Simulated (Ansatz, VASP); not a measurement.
One calculation of Na2N, two programs

File INCAR:

```
  PREC = Accurate
  ENCUT = 970
  EDIFF = 1E-7
  ISMEAR = 0
  SIGMA = 0.1
  LREAL = F
  LASPH = T
  NELM = 120
  ALGO = Normal
  ISIF = 3
  LWAVE = F
  LCHARG = F
  GGA = PE
  IBRION = 2
  NSW = 100
  EDIFFG = -0.01
  GGA_COMPAT = F
  NELMIN = 4
```

KPOINTS

```
regular mesh
0
Gamma
  15 15 8
```

POSCAR

```
Na2N
1.0
    3.6922218465      0.0000000000      0.0000000000
   -1.8461109233      3.1975579155      0.0000000000
    0.0000000000      0.0000000000      5.5416351878
Na N
2 1
Direct
    0.3333333333      0.6666666667      0.1988782619
    0.6666666667      0.3333333333      0.8011217381
    0.0000000000      0.0000000000      0.0000000000
```

Input for Ansatz:

```yaml
crystal:
  lattice:
    - [3.6922218465, 0.0, 0.0]
    - [-1.8461109233, 3.1975579155, 0.0]
    - [0.0, 0.0, 5.5416351878]
  atoms:
    - { symbol: Na, position: [0.3333333333, 0.6666666667, 0.1988782619] }
    - { symbol: Na, position: [0.6666666667, 0.3333333333, 0.8011217381] }
    - { symbol: "N", position: [0.0, 0.0, 0.0] }
basis:
  ecutwfc: 420
kpoints:
  mp_grid: { grid: [15, 15, 8] }
hamiltonian:
  xc: pbe
scf:
  occupations: { method: gaussian, width: 0.1 }
output:
  forces: true
  stress: true
  eigenvalues: true
relax:
  adjacent_minimum: "off"
  f_tol: 0.01
  max_steps: 80
  cell: { stress_tol: 0.05 }
```

Change from the starting cell: species swapped into the HfTe2 type (P-3m1, No. 164).

Alike in both runs: task relaxation of cell and atoms; functional PBE; k mesh 15 × 15 × 8; occupations gaussian, width 0.1 eV; no spin polarisation.

|  | VASP | Ansatz |
| --- | --- | --- |
| version | VASP 6.6.1 | Ansatz 0.2.0 |
| potentials or method | VASP PAW PBE potentials, release 64 (Na_sv, N), cutoff 970 eV | scalar-relativistic, plane waves, PAW |
| valence electrons in the cell | 23 | 23 |

VASP gave:

| Quantity | Value |
| --- | --- |
| gap on the k mesh at the Fermi level, each at its own relaxed structure (eV) | none |
| relaxed volume (Å³/atom) | 20.12 |
| relaxed length of the cell vector where the two differ most in proportion (Å) | 5.066 |

Problem. Which values does Ansatz return?

Solution. gap on the k mesh at the Fermi level, each at its own relaxed structure (eV): none; relaxed volume (Å³/atom): 21.58; relaxed length of the cell vector where the two differ most in proportion (Å): 5.433.

A gap of «none» marks a metal or a gap that the smearing closes. One of these differences is far larger than is usual between the two programs; its cause wasn't traced.
